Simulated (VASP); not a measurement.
# Sc (P6/mmm) in VASP: notebook

The runs below take Sc through single point, with RPBE.

Everything below comes from runs of VASP 6.6.1. Logs are shortened: lines on timing, memory, paths and dates and some standing lists are left out, and cuts for length are marked.

## Step 1: The cell of the first run

Symmetry: P6/mmm, No. 191, hexagonal system. The conventional cell has a = 5.284 Å, b = 5.284 Å, c = 3.297 Å, α = 90.00°, β = 90.00°, γ = 120.00°. Sc (site symmetry 6/mmm) has 14 Sc at 3.30 to 3.47 Å within 4.3 Å. Sc (site symmetry -6m2) has 11 Sc at 3.05 to 3.47 Å within 4.0 Å.

## Step 2: Single point, RPBE (volume scaled by 1.04)

Contents of INCAR:

```
PREC = Accurate ; ENCUT = 520
EDIFF = 1E-7 ; ISMEAR = -1
SIGMA = 0.1 ; LREAL = F
LASPH = T ; NELM = 60
ALGO = Normal ; ISIF = 2
LWAVE = F ; LCHARG = F
GGA = RP ; NBANDS = 24
```

Contents of KPOINTS:

```
regular mesh
0
Gamma
  8 8 11
```

Contents of POSCAR:

```
Sc
1.0
    5.2839127744      0.0000000000      0.0000000000
   -2.6419563872      4.5760026940      0.0000000000
    0.0000000000      0.0000000000      3.2970626702
Sc
3
Direct
    0.0000000000      0.0000000000      0.0000000000
    0.3333333333      0.6666666667      0.5000000000
    0.6666666667      0.3333333333      0.5000000000
```

Potentials or basis: VASP PAW PBE potentials, release 64 (Sc_sv).

On the command line:

```console
> cat potpaw_PBE.64/Sc_sv/POTCAR > POTCAR
> mpirun -np 1 vasp_std > vasp.out
```

OUTCAR:

```text
PREC = Accurate
   ENCUT = 520
   EDIFF = 1E-7
   ISMEAR = -1
   LREAL = F
   LASPH = T
   NELM = 60
   ISIF = 2
   GGA = RP

 ion  position               nearest neighbor table
   1  0.000  0.000  0.000-
   2  0.333  0.667  0.500-   3 3.05   3 3.05   3 3.05
   3  0.667  0.333  0.500-   2 3.05   2 3.05   2 3.05

  LATTYP: Found a hexagonal cell.
 ALAT       =     5.2839127744
 C/A-ratio  =     0.6239812826

  Lattice vectors:

 A1 = (   5.2839127744,   0.0000000000,   0.0000000000)
 A2 = (  -2.6419563872,   4.5760026940,   0.0000000000)
 A3 = (   0.0000000000,   0.0000000000,   3.2970626702)

Analysis of symmetry for initial positions (statically):
=====================================================================
 Subroutine PRICEL returns:
 Original cell was already a primitive cell.

 Routine SETGRP: Setting up the symmetry group for a
 hexagonal supercell.

 Subroutine GETGRP returns: Found 24 space group operations
 (whereof 24 operations were pure point group operations)
 out of a pool of 24 trial point group operations.

The static configuration has the point symmetry D_6h.

Analysis of symmetry for dynamics (positions and initial velocities):
=====================================================================
 Subroutine PRICEL returns:
 Original cell was already a primitive cell.

 Routine SETGRP: Setting up the symmetry group for a
 hexagonal supercell.

 Subroutine GETGRP returns: Found 24 space group operations
 (whereof 24 operations were pure point group operations)
 out of a pool of 24 trial point group operations.

The dynamic configuration has the point symmetry D_6h.

 Subroutine INISYM returns: Found 24 space group operations
 (whereof 24 operations are pure point group operations),
 and found     1 'primitive' translations

----------------------------------------------------------------------------------------

                                     Primitive cell

  volume of cell :      79.7203

  direct lattice vectors                    reciprocal lattice vectors
     5.283912774  0.000000000  0.000000000     0.189253692  0.109265670  0.000000000
    -2.641956387  4.576002694  0.000000000     0.000000000  0.218531340  0.000000000
     0.000000000  0.000000000  3.297062670     0.000000000  0.000000000  0.303300271

  length of vectors
     5.283912774  5.283912774  3.297062670     0.218531340  0.218531340  0.303300271

  position of ions in fractional coordinates (direct lattice)
     0.000000000  0.000000000  0.000000000
     0.333333333  0.666666667  0.500000000
     0.666666667  0.333333333  0.500000000

  ion indices of the primitive-cell ions
   primitive index   ion index
                 1           1
                 2           2
                 3           3

----------------------------------------------------------------------------------------

 KPOINTS: regular mesh

Automatic generation of k-mesh.
 Grid dimensions read from file:
 generate k-points for:    8    8   11

 Generating k-lattice:

  Cartesian coordinates                     Fractional coordinates (reciprocal lattice)
     0.023656711  0.013658209  0.000000000     0.125000000 -0.000000000  0.000000000
     0.000000000  0.027316417  0.000000000     0.000000000  0.125000000  0.000000000
     0.000000000  0.000000000  0.027572752     0.000000000  0.000000000  0.090909091

  Length of vectors
     0.027316417  0.027316417  0.027572752

  Shift w.r.t. Gamma in fractional coordinates (k-lattice)
     0.000000000  0.000000000  0.000000000

 Subroutine IBZKPT returns following result:
 ===========================================

 Found     60 irreducible k-points:

 Following reciprocal coordinates:
            Coordinates               Weight
  0.000000  0.000000  0.000000      1.000000
  0.125000  0.000000  0.000000      6.000000
  0.250000  0.000000  0.000000      6.000000
  0.375000 -0.000000  0.000000      6.000000
  0.500000  0.000000  0.000000      3.000000
  0.125000  0.125000  0.000000      6.000000
[... 16 lines left out ...]
  0.250000  0.000000  0.181818     12.000000
  0.375000 -0.000000  0.181818     12.000000
 [... further k-points ...]
   k-points           NKPTS =     60   k-points in BZ     NKDIM =     60   number of bands    NBANDS=     24
   number of dos      NEDOS =    301   number of ions     NIONS =      3
   total plane-waves  NPLWV =  44800
   dimension x,y,z NGX =    40 NGY =   40 NGZ =   28
   dimension x,y,z NGXF=    80 NGYF=   80 NGZF=   56
   ions per type =               3
   NGX,Y,Z   is equivalent  to a cutoff of  12.59, 12.59, 14.12 a.u.
   NGXF,Y,Z  is equivalent  to a cutoff of  25.17, 25.17, 28.24 a.u.
 SYSTEM =  unknown system
   PREC   = accura    normal or accurate (medium, high low for compatibility)
   ISTART =      0    job   : 0-new  1-cont  2-samecut
   ICHARG =      2    charge: 1-file 2-atom 10-const
   ISPIN  =      1    spin polarized calculation?
   LNONCOLLINEAR =      F non collinear calculations
   LSORBIT =      F    spin-orbit coupling
   LASPH  =      T    aspherical Exc in radial PAW
   ENCUT  =  520.0 eV  38.22 Ry    6.18 a.u.   9.82  9.82  6.13*2*pi/ulx,y,z
   NELM   =     60;   NELMIN=  2; NELMDL= -5     # of ELM steps
   EDIFF  = 0.1E-06   stopping-criterion for ELM
   LREAL  =      F    real-space projection
   EDIFFG = 0.1E-05   stopping-criterion for IOM
   NSW    =      0    number of steps for IOM
   IBRION =     -1    ionic relax: 0-MD 1-quasi-New 2-CG
   NFREE  =      0    steps in history (QN), initial steepest desc. (CG)
   ISIF   =      2    stress and relaxation
   ISYM   =      2    0-nonsym 1-usesym 2-fastsym
   POTIM  = 0.5000    time-step for ionic-motion
   TEBEG  =    0.0;   TEEND  =   0.0 temperature during run
   PSTRESS=    0.0 pullay stress
   NELECT =      33.0000    total number of electrons
   NUPDOWN=      -1.0000    fix difference up-down
   EMIN   =  10.00;   EMAX   =-10.00  energy-range for DOS
   EFERMI =   0.00;   METHOD = LEGACY
   ISMEAR =    -1;   SIGMA  =   0.10  broadening in eV -4-tet -1-fermi 0-gaus
   EFERMI_NEDOS =   21; number of points for ismear=-14 and -15
   IALGO  =     38    algorithm
   IMIX   =      4    mixing-type and parameters
     AMIX     =   0.40;   BMIX     =  1.00
     AMIX_MAG =   1.60;   BMIX_MAG =  1.00
  volume/ion in A,a.u.               =      26.57       179.33
  Fermi-wavevector in a.u.,A,eV,Ry     =   1.220084  2.305625 20.253704  1.488605
  Thomas-Fermi vector in A             =   2.355314
   LORBIT       =      0    0 simple, 1 ext, 2 COOP (PROOUT), +10 PAW based schemes
   GGA     = RP    functional components
   LHFCALC =     F    Hartree Fock is set to
   AEXX    =    0.0000 exact exchange contribution
   IVDW    =     0    specifies the selected vdW correction
   LEPSILON=     F    determine dielectric tensor
   LRPA    =     F    only Hartree local field effects (RPA)
 non-spin polarized calculation
  energy-cutoff  :      520.00
  volume of cell :       79.72
 maximum number of plane-waves:      2168
 NGX is ok and might be reduce to    40
   NGX = 19   NGY = 19   NGZ = 13

 number of electron      33.0000001 magnetization

 Free energy of the ion-electron system (eV)
  ---------------------------------------------------
  ext. energy  EPLUGINS =         0.00000000
  ---------------------------------------------------
  free energy    TOTEN  =       -17.72669952 eV

  energy without entropy =      -17.52016023  energy(sigma->0) =      -17.62342987

 E-fermi :   3.3369     XC(G=0):  -9.4582

 val. band max:        3.3214359981   @ k =   0.2500   0.0000   0.1818
 cond. band min:       3.3391611652   @ k =   0.3750  -0.0000   0.3636
 fundamental gap:      0.0177251671
 Fermi energy:         3.3368913348

 k-point     1 :       0.0000    0.0000    0.0000
  band No.  band energies     occupation
      1     -46.4401      2.00000
      2     -46.4012      2.00000
      3     -46.3509      2.00000
      4     -25.0699      2.00000
      5     -25.0699      2.00000
      6     -25.0073      2.00000
[... 16 lines left out ...]
     23       5.5630      0.00000
     24       5.5929      0.00000

 k-point     2 :       0.1250    0.0000    0.0000
  band No.  band energies     occupation
      1     -46.4381      2.00000
      2     -46.4010      2.00000
      3     -46.3531      2.00000
      4     -25.0878      2.00000
      5     -25.0778      2.00000
      6     -24.9882      2.00000
[... 16 lines left out ...]
     23       5.3315      0.00000
     24       5.3717      0.00000

 k-point     3 :       0.2500    0.0000    0.0000
  band No.  band energies     occupation
      1     -46.4333      2.00000
      2     -46.3998      2.00000
      3     -46.3591      2.00000
      4     -25.1150      2.00000
      5     -25.0758      2.00000
      6     -24.9578      2.00000
[... 16 lines left out ...]
     23       5.3001      0.00000
     24       5.5890      0.00000

 k-point     4 :       0.3750   -0.0000    0.0000
  band No.  band energies     occupation
      1     -46.4286      2.00000
      2     -46.3967      2.00000
      3     -46.3671      2.00000
      4     -25.1344      2.00000
      5     -25.0493      2.00000
      6     -24.9524      2.00000
[... 16 lines left out ...]
     23       5.3891      0.00000
     24       5.9774      0.00000

 k-point     5 :       0.5000    0.0000    0.0000
  band No.  band energies     occupation
      1     -46.4267      2.00000
      2     -46.3940      2.00000
      3     -46.3717      2.00000
      4     -25.1413      2.00000
      5     -25.0093      2.00000
      6     -24.9930      2.00000
[... 451 lines left out ...]
 k-point    22 :       0.1250    0.0000    0.1818
  band No.  band energies     occupation
      1     -46.4307      2.00000
      2     -46.3986      2.00000
      3     -46.3484      2.00000
      4     -25.0771      2.00000
      5     -25.0675      2.00000
      6     -24.9821      2.00000
[... 16 lines left out ...]
     23       5.2819      0.00000
     24       5.3964      0.00000

 k-point    23 :       0.2500    0.0000    0.1818
  band No.  band energies     occupation
      1     -46.4267      2.00000
      2     -46.3967      2.00000
      3     -46.3544      2.00000
      4     -25.0999      2.00000
      5     -25.0650      2.00000
      6     -24.9660      2.00000
[... 16 lines left out ...]
     23       5.2912      0.00000
     24       5.5281      0.00000

 k-point    24 :       0.3750   -0.0000    0.1818
  band No.  band energies     occupation
      1     -46.4230      2.00000
      2     -46.3924      2.00000
      3     -46.3624      2.00000
      4     -25.1169      2.00000
      5     -25.0445      2.00000
      6     -24.9718      2.00000
[... 16 lines left out ...]
     23       5.4147      0.00000
     24       5.8147      0.00000

 [... further k-points ...]

------------------------ aborting loop because EDIFF is reached ----------------------------------------

  FORCE on cell =-STRESS in cart. coord.  units (eV):
  Direction    XX          YY          ZZ          XY          YZ          ZX
  --------------------------------------------------------------------------------------
  -------------------------------------------------------------------------------------
  Total       -0.8844403     -0.8844403     -0.9262816      0.0000000      0.0000000      0.0000000
  in kB      -17.7750149    -17.7750149    -18.6159196      0.0000000      0.0000000      0.0000000
  external PRESSURE =     -18.0553165 kB  Pullay stress =       0.0000000 kB

 VOLUME and BASIS-vectors are now :
 -----------------------------------------------------------------------------
  energy-cutoff  :      520.00
  volume of cell :       79.72
      direct lattice vectors                 reciprocal lattice vectors
     5.283912774  0.000000000  0.000000000     0.189253692  0.109265670  0.000000000
    -2.641956387  4.576002694  0.000000000     0.000000000  0.218531340  0.000000000
     0.000000000  0.000000000  3.297062670     0.000000000  0.000000000  0.303300271

 POSITION                                       TOTAL-FORCE (eV/Angst)
 -----------------------------------------------------------------------------------
      0.00000      0.00000      0.00000        -0.000000      0.000000     -0.000000
     -0.00000      3.05067      1.64853        -0.000000      0.000000     -0.000000
      2.64196      1.52533      1.64853         0.000000      0.000000      0.000000
 -----------------------------------------------------------------------------------
    total drift:                               -0.000000      0.000000      0.000000

  FREE ENERGIE OF THE ION-ELECTRON SYSTEM (eV)
  ---------------------------------------------------
  free  energy   TOTEN  =       -17.7266995160 eV

  energy  without entropy=      -17.5201602312  energy(sigma->0) =      -17.62342987
```

It took 54 s on 1 thread of Intel Xeon 6975P-C (Granite Rapids), shared host; peak memory 0.24 GiB.

Results:

```yaml
Free_energy: -17.7267 eV
Pressure: -1.8 GPa
```

Stress tensor (GPa, compression positive):
```
-1.78  0.00  0.00
 0.00 -1.78  0.00
 0.00  0.00 -1.86
```

Levels at points of the mesh, in eV from the Fermi level:
```csv
k point,band 14,band 15,band 16,band 17,band 18,band 19
"(0.00, 0.00, 0.00)",-0.65,-0.09,-0.09,-0.08,-0.08,0.61
"(0.50, 0.00, 0.00)",-3.01,-1.48,0.46,0.50,0.59,0.63
```

Caveat: the PAW data sets were made with another functional, which shifts forces and pressure a little.

## Step 3: Single point, RPBE (volume scaled by 1.12)

Contents of INCAR:

```
  PREC = Accurate
  ENCUT = 520
  EDIFF = 1E-7
  ISMEAR = -1
  SIGMA = 0.1
  LREAL = False
  LASPH = True
  NELM = 80
  ALGO = Normal
  ISIF = 2
  LWAVE = False
  LCHARG = False
  GGA = RP
  NBANDS = 24
```

KPOINTS is that of step 2.

Contents of POSCAR:

```
Sc
1.0
    5.4160649967      0.0000000000      0.0000000000
   -2.7080324984      4.6904498757      0.0000000000
    0.0000000000      0.0000000000      3.3795231834
Sc
3
Direct
    0.0000000000      0.0000000000      0.0000000000
    0.3333333333      0.6666666667      0.5000000000
    0.6666666667      0.3333333333      0.5000000000
```

Potentials or basis: VASP PAW PBE potentials, release 64 (Sc_sv).

On the command line:

```console
> cat potpaw_PBE.64/Sc_sv/POTCAR > POTCAR
> mpirun -np 1 vasp_std > vasp.out
```

It took 64 s on 1 thread of Intel Xeon 6975P-C (Granite Rapids), shared host; peak memory 0.25 GiB.

The run converged. Its results:

- Free energy: -17.6038 eV
- Pressure: -4.6 GPa

Stress tensor (GPa, compression positive):
```
-4.51  0.00  0.00
 0.00 -4.51  0.00
 0.00  0.00 -4.74
```

Levels at points of the mesh, in eV from the Fermi level:
| k point | band 13 | band 14 | band 15 | band 16 | band 17 | band 18 | band 19 | band 20 |
| --- | --- | --- | --- | --- | --- | --- | --- | --- |
| (0.00, 0.00, 0.00) | -4.80 | -0.58 | -0.10 | -0.10 | -0.10 | -0.10 | 0.54 | 1.35 |
| (0.50, 0.00, 0.00) | -3.00 | -2.97 | -1.40 | 0.37 | 0.45 | 0.56 | 0.60 | 0.89 |

Caveat: the PAW data sets were made with another functional, which shifts forces and pressure a little.
